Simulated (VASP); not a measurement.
# InCuO (P-6m2) in VASP: a series of runs

The runs below take InCuO through single point, with PBE.

Everything below comes from runs of VASP 6.6.1. Logs are shortened: lines on timing, memory, paths and dates and some standing lists are left out, and cuts for length are marked.

**1. The cell of the first run**

The structure is hexagonal, space group P-6m2 (No. 187). The conventional cell has a = 3.467 Å, b = 3.467 Å, c = 4.452 Å, α = 90.00°, β = 90.00°, γ = 120.00°. In (site symmetry -6m2) has 6 Cu at 2.99 Å and 6 O at 2.99 Å and 6 In at 3.47 Å within 3.9 Å. Cu (site symmetry -6m2) has 3 O at 2.00 Å within 2.7 Å. Within 2.7 Å of O (site symmetry -6m2) lie 3 Cu at 2.00 Å.

The cell was generated, and may not be a known phase.

**2. Single point, PBE, collinear spin**

Input file INCAR:

```
SYSTEM = InCuO
ALGO = Normal
EDIFF = 1E-6
ENCUT = 820
GGA = PE
GGA_COMPAT = .False.
ISIF = 2
ISMEAR = 0
ISPIN = 2
LASPH = .True.
LCHARG = .False.
LMAXMIX = 4
LORBIT = 11
LREAL = .False.
LWAVE = .False.
MAGMOM = 0 1 0
NBANDS = 30
NELM = 200
PREC = Accurate
SIGMA = 0.1
```

Input file KPOINTS:

```
k-points
0
Gamma
  6 6 6
  0 0 0
```

Input file POSCAR:

```
InCuO
1.0
    3.4674305989     -0.0000000025      0.0000000000
   -1.7337152973      3.0028829857      0.0000000000
    0.0000000000      0.0000000000      4.4517583307
In Cu O
1 1 1
Direct
    0.0000000000      0.0000000000      0.0000000000
    0.6666666667      0.3333333333      0.5000000000
    0.3333333333      0.6666666667      0.5000000000
```

Potentials or basis: VASP PAW PBE potentials, release 64 (In_d, Cu_sv_GW, O).

Started as:

```sh
> cat potpaw_PBE.64/In_d/POTCAR potpaw_PBE.64/Cu_sv_GW/POTCAR potpaw_PBE.64/O/POTCAR > POTCAR
> mpirun -np 1 vasp_std > vasp.out
```

OUTCAR:

```text
SYSTEM = InCuO
   EDIFF = 1E-6
   ENCUT = 820
   GGA = PE
   ISIF = 2
   ISMEAR = 0
   ISPIN = 2
   LASPH = .True.
   LORBIT = 11
   LREAL = .False.
   NELM = 200
   PREC = Accurate

 ion  position               nearest neighbor table
   1  0.000  0.000  0.000-   2 2.99   3 2.99   2 2.99   3 2.99   3 2.99   3 2.99   2 2.99   2 2.99
                             2 2.99   2 2.99   3 2.99   3 2.99
   2  0.667  0.333  0.500-   3 2.00   3 2.00   3 2.00   1 2.99   1 2.99   1 2.99   1 2.99   1 2.99
                             1 2.99
   3  0.333  0.667  0.500-   2 2.00   2 2.00   2 2.00   1 2.99   1 2.99   1 2.99   1 2.99   1 2.99
                             1 2.99

  LATTYP: Found a hexagonal cell.
 ALAT       =     3.4674305989
 C/A-ratio  =     1.2838781350

  Lattice vectors:

 A1 = (   3.4674305989,  -0.0000000025,   0.0000000000)
 A2 = (  -1.7337152973,   3.0028829857,   0.0000000000)
 A3 = (   0.0000000000,   0.0000000000,   4.4517583307)

Analysis of symmetry for initial positions (statically):
=====================================================================
 Subroutine PRICEL returns:
 Original cell was already a primitive cell.

 Routine SETGRP: Setting up the symmetry group for a
 hexagonal supercell.

 Subroutine GETGRP returns: Found 12 space group operations
 (whereof 12 operations were pure point group operations)
 out of a pool of 24 trial point group operations.

The static configuration has the point symmetry D_3h.

Analysis of symmetry for dynamics (positions and initial velocities):
=====================================================================
 Subroutine PRICEL returns:
 Original cell was already a primitive cell.

 Routine SETGRP: Setting up the symmetry group for a
 hexagonal supercell.

 Subroutine GETGRP returns: Found 12 space group operations
 (whereof 12 operations were pure point group operations)
 out of a pool of 24 trial point group operations.

The dynamic configuration has the point symmetry D_3h.

Analysis of structural, dynamic, and magnetic symmetry:
=====================================================================
 Subroutine PRICEL returns:
 Original cell was already a primitive cell.

 Routine SETGRP: Setting up the symmetry group for a
 hexagonal supercell.

 Subroutine GETGRP returns: Found 12 space group operations
 (whereof 12 operations were pure point group operations)
 out of a pool of 24 trial point group operations.

The overall configuration has the point symmetry D_3h.

 Subroutine INISYM returns: Found 12 space group operations
 (whereof 12 operations are pure point group operations),
 and found     1 'primitive' translations

----------------------------------------------------------------------------------------

                                     Primitive cell

  volume of cell :      46.3530

  direct lattice vectors                    reciprocal lattice vectors
     3.467430599 -0.000000003  0.000000000     0.288397986  0.166506654  0.000000000
    -1.733715297  3.002882986  0.000000000     0.000000000  0.333013309  0.000000000
     0.000000000  0.000000000  4.451758331     0.000000000  0.000000000  0.224630343

  length of vectors
     3.467430599  3.467430599  4.451758331     0.333013309  0.333013309  0.224630343

  position of ions in fractional coordinates (direct lattice)
     0.000000000  0.000000000  0.000000000
     0.666666667  0.333333333  0.500000000
     0.333333333  0.666666667  0.500000000

  ion indices of the primitive-cell ions
   primitive index   ion index
                 1           1
                 2           2
                 3           3

----------------------------------------------------------------------------------------

 KPOINTS: k-points

Automatic generation of k-mesh.
 Grid dimensions read from file:
 generate k-points for:    6    6    6

 Generating k-lattice:

  Cartesian coordinates                     Fractional coordinates (reciprocal lattice)
     0.048066331  0.027751109  0.000000000     0.166666667  0.000000000  0.000000000
     0.000000000  0.055502218  0.000000000     0.000000000  0.166666667  0.000000000
     0.000000000  0.000000000  0.037438390     0.000000000  0.000000000  0.166666667

  Length of vectors
     0.055502218  0.055502218  0.037438390

  Shift w.r.t. Gamma in fractional coordinates (k-lattice)
     0.000000000  0.000000000  0.000000000

 Subroutine IBZKPT returns following result:
 ===========================================

 Found     28 irreducible k-points:

 Following reciprocal coordinates:
            Coordinates               Weight
  0.000000  0.000000  0.000000      1.000000
  0.166667  0.000000  0.000000      6.000000
  0.333333  0.000000  0.000000      6.000000
  0.500000  0.000000  0.000000      3.000000
  0.166667  0.166667  0.000000      6.000000
  0.333333  0.166667  0.000000     12.000000
[... 16 lines left out ...]
  0.166667  0.000000  0.500000      6.000000
  0.333333  0.000000  0.500000      6.000000
 [... further k-points ...]
   k-points           NKPTS =     28   k-points in BZ     NKDIM =     28   number of bands    NBANDS=     30
   number of dos      NEDOS =    301   number of ions     NIONS =      3
   total plane-waves  NPLWV =  43008
   dimension x,y,z NGX =    32 NGY =   32 NGZ =   42
   dimension x,y,z NGXF=    64 NGYF=   64 NGZF=   84
   ions per type =               1   1   1
   NGX,Y,Z   is equivalent  to a cutoff of  15.34, 15.34, 15.68 a.u.
   NGXF,Y,Z  is equivalent  to a cutoff of  30.68, 30.68, 31.37 a.u.
 SYSTEM =  InCuO
   PREC   = accura    normal or accurate (medium, high low for compatibility)
   ISTART =      0    job   : 0-new  1-cont  2-samecut
   ICHARG =      2    charge: 1-file 2-atom 10-const
   ISPIN  =      2    spin polarized calculation?
   LNONCOLLINEAR =      F non collinear calculations
   LSORBIT =      F    spin-orbit coupling
   LASPH  =      T    aspherical Exc in radial PAW
   ENCUT  =  820.0 eV  60.27 Ry    7.76 a.u.   8.10  8.10 10.39*2*pi/ulx,y,z
   NELM   =    200;   NELMIN=  2; NELMDL= -5     # of ELM steps
   EDIFF  = 0.1E-05   stopping-criterion for ELM
   LREAL  =      F    real-space projection
   EDIFFG = 0.1E-04   stopping-criterion for IOM
   NSW    =      0    number of steps for IOM
   IBRION =     -1    ionic relax: 0-MD 1-quasi-New 2-CG
   NFREE  =      0    steps in history (QN), initial steepest desc. (CG)
   ISIF   =      2    stress and relaxation
   ISYM   =      2    0-nonsym 1-usesym 2-fastsym
   POTIM  = 0.5000    time-step for ionic-motion
   TEBEG  =    0.0;   TEEND  =   0.0 temperature during run
   PSTRESS=    0.0 pullay stress
   NELECT =      38.0000    total number of electrons
   NUPDOWN=      -1.0000    fix difference up-down
   EMIN   =  10.00;   EMAX   =-10.00  energy-range for DOS
   EFERMI =   0.00;   METHOD = LEGACY
   ISMEAR =     0;   SIGMA  =   0.10  broadening in eV -4-tet -1-fermi 0-gaus
   EFERMI_NEDOS =   21; number of points for ismear=-14 and -15
   IALGO  =     38    algorithm
   IMIX   =      4    mixing-type and parameters
     AMIX     =   0.40;   BMIX     =  1.00
     AMIX_MAG =   1.60;   BMIX_MAG =  1.00
  volume/ion in A,a.u.               =      15.45       104.27
  Fermi-wavevector in a.u.,A,eV,Ry     =   1.532181  2.895402 31.940751  2.347579
  Thomas-Fermi vector in A             =   2.639423
   LORBIT       =     11    0 simple, 1 ext, 2 COOP (PROOUT), +10 PAW based schemes
   GGA     = PE    functional components
   LHFCALC =     F    Hartree Fock is set to
   AEXX    =    0.0000 exact exchange contribution
   IVDW    =     0    specifies the selected vdW correction
   LEPSILON=     F    determine dielectric tensor
   LRPA    =     F    only Hartree local field effects (RPA)
 spin polarized calculation
 Gauss-broadening in eV      SIGMA  =   0.10
  energy-cutoff  :      820.00
  volume of cell :       46.35
 maximum number of plane-waves:      2486
   NGX = 17   NGY = 17   NGZ = 21

 number of electron      37.9999994 magnetization       0.0003388

 number of electron      37.9999994 magnetization      -0.0000393

 Free energy of the ion-electron system (eV)
  ---------------------------------------------------
  ext. energy  EPLUGINS =         0.00000000
  ---------------------------------------------------
  free energy    TOTEN  =       -12.31458047 eV

  energy without entropy =      -12.31077448  energy(sigma->0) =      -12.31267748

 E-fermi :   6.6812     XC(G=0): -11.1641

 val. band max:        6.6694244374   @ k =   0.5000   0.0000   0.1667
 cond. band min:       6.7198538192   @ k =   0.5000   0.0000   0.3333
 fundamental gap:      0.0504293818
 Fermi energy:         6.6811725407

 spin component 1

 k-point     1 :       0.0000    0.0000    0.0000
  band No.  band energies     occupation
      1    -105.4444      1.00000
      2     -63.0159      1.00000
      3     -62.7459      1.00000
      4     -62.7459      1.00000
      5     -11.7511      1.00000
      6      -7.9350      1.00000
[... 781 lines left out ...]
     29      24.7808      0.00000
     30      25.1701      0.00000

 [... further k-points ...]

 spin component 2

 k-point     1 :       0.0000    0.0000    0.0000
  band No.  band energies     occupation
      1    -105.4444      1.00000
      2     -63.0160      1.00000
      3     -62.7459      1.00000
      4     -62.7459      1.00000
      5     -11.7512      1.00000
      6      -7.9350      1.00000
[... 781 lines left out ...]
     29      24.7808      0.00000
     30      25.1700      0.00000

 [... further k-points ...]

------------------------ aborting loop because EDIFF is reached ----------------------------------------

  FORCE on cell =-STRESS in cart. coord.  units (eV):
  Direction    XX          YY          ZZ          XY          YZ          ZX
  --------------------------------------------------------------------------------------
  -------------------------------------------------------------------------------------
  Total       -0.1218173     -0.1218173     -0.0845348      0.0000000     -0.0000000      0.0000000
  in kB       -4.2105776     -4.2105776     -2.9219193      0.0000000     -0.0000000      0.0000000
  external PRESSURE =      -3.7810248 kB  Pullay stress =       0.0000000 kB

 VOLUME and BASIS-vectors are now :
 -----------------------------------------------------------------------------
  energy-cutoff  :      820.00
  volume of cell :       46.35
      direct lattice vectors                 reciprocal lattice vectors
     3.467430599 -0.000000003  0.000000000     0.288397986  0.166506654  0.000000000
    -1.733715297  3.002882986  0.000000000     0.000000000  0.333013309  0.000000000
     0.000000000  0.000000000  4.451758331     0.000000000  0.000000000  0.224630343

 POSITION                                       TOTAL-FORCE (eV/Angst)
 -----------------------------------------------------------------------------------
      0.00000      0.00000      0.00000         0.000000     -0.000000      0.000000
      1.73372      1.00096      2.22588        -0.000000     -0.000000      0.000000
      0.00000      2.00192      2.22588        -0.000000      0.000000      0.000000
 -----------------------------------------------------------------------------------
    total drift:                               -0.000002      0.000001      0.000000

  FREE ENERGIE OF THE ION-ELECTRON SYSTEM (eV)
  ---------------------------------------------------
  free  energy   TOTEN  =       -12.3145804705 eV

  energy  without entropy=      -12.3107744821  energy(sigma->0) =      -12.31267748

 total charge

# of ion       s       p       d       f       tot
--------------------------------------------------
    1        1.058   0.346   9.864   0.000  11.268
    2        2.235   6.322   8.931   0.006  17.495
    3        1.572   3.321   0.000   0.000   4.894
--------------------------------------------------
tot          4.865   9.990  18.796   0.006  33.657

 magnetization (x)

# of ion       s       p       d       f       tot
--------------------------------------------------
    1        0.000  -0.000   0.000   0.000   0.000
    2        0.000   0.000  -0.000   0.000   0.000
    3       -0.000  -0.000   0.000   0.000  -0.000
--------------------------------------------------
tot          0.000  -0.000  -0.000   0.000  -0.000
```

It took 2.2 min on 1 thread of AMD EPYC 7R13 (Zen 3), shared host; peak memory 0.3 GiB.

Results:

- Free energy: -12.3146 eV
- Pressure: -0.4 GPa
- Band gap on the k mesh: zero (filled and empty bands overlap)
- Net moment: 0.00 μB per cell
- Valence electrons inside the program's atomic spheres: In 11.27; Cu 17.50; O 4.89

Caveat: spin-orbit coupling is left out, which moves the levels of the heavy elements.

**3. Single point, PBE**

This run uses another cell than the first one, of 15.51 Å³/atom.

Input file INCAR:

```
ALGO     = Normal         # electronic algorithm
EDIFF    = 1E-6           # SCF threshold, eV
ENCUT    = 820            # plane-wave cutoff, eV
GGA      = PE             # functional
GGA_COMPAT= False        
ISIF     = 2              # what is computed and relaxed
ISMEAR   = 0              # smearing method
LASPH    = True           # aspherical terms in the spheres
LCHARG   = False          # write CHGCAR
LREAL    = False          # projectors in reciprocal space
LWAVE    = False          # write WAVECAR
NBANDS   = 26             # bands
NELM     = 120            # most SCF steps
PREC     = Accurate       # precision mode
SIGMA    = 0.1            # smearing width, eV
```

Input file KPOINTS:

```
k-points
0
Gamma
  18 18 10
```

Input file POSCAR:

```
InCuO
1.0
    3.4590888467      0.0000000000      0.0000000000
   -1.7295444233      2.9956588152      0.0000000000
    0.0000000000      0.0000000000      4.4914463238
In Cu O
1 1 1
Direct
    0.0000000000      0.0000000000      0.0000000000
    0.6666666667      0.3333333333      0.5000000000
    0.3333333333      0.6666666667      0.5000000000
```

Potentials or basis: VASP PAW PBE potentials, release 64 (In_d, Cu_sv_GW, O).

Started as:

```sh
> cat potpaw_PBE.64/In_d/POTCAR potpaw_PBE.64/Cu_sv_GW/POTCAR potpaw_PBE.64/O/POTCAR > POTCAR
> mpirun -np 1 vasp_std > vasp.out
```

Run time: 4.7 min. Hardware: 1 thread of Intel Xeon 6975P-C (Granite Rapids), shared host; peak memory 0.71 GiB.

Results (log left out):

```yaml
Free_energy: -12.3052 eV
Pressure: -0.4 GPa
Band_gap_on_the_k_mesh: zero (bands 19 and 20 overlap by 1.10 eV)
```

Levels at points of the mesh, in eV from the Fermi level:
```tsv
k point	band 15	band 16	band 17	band 18	band 19	band 20	band 21	band 22	band 23	band 24
(0.00, 0.00, 0.00)	-2.34	-2.34	-2.04	0.15	0.15	2.98	3.81	7.53	7.53	11.03
(0.50, 0.00, 0.00)	-2.77	-2.38	-1.56	-1.43	-1.38	0.24	3.23	5.57	6.15	7.53
(0.00, 0.00, 0.50)	-2.36	-2.36	-1.42	-1.12	0.15	0.15	8.62	8.62	10.11	10.30
(0.50, 0.00, 0.50)	-2.51	-2.51	-2.02	-1.33	-1.21	0.27	3.19	4.85	5.50	8.60
```

Caveat: spin-orbit coupling is left out, which moves the levels of the heavy elements.

The gap in the log of VASP goes by the Fermi energy; the results here count the filled bands.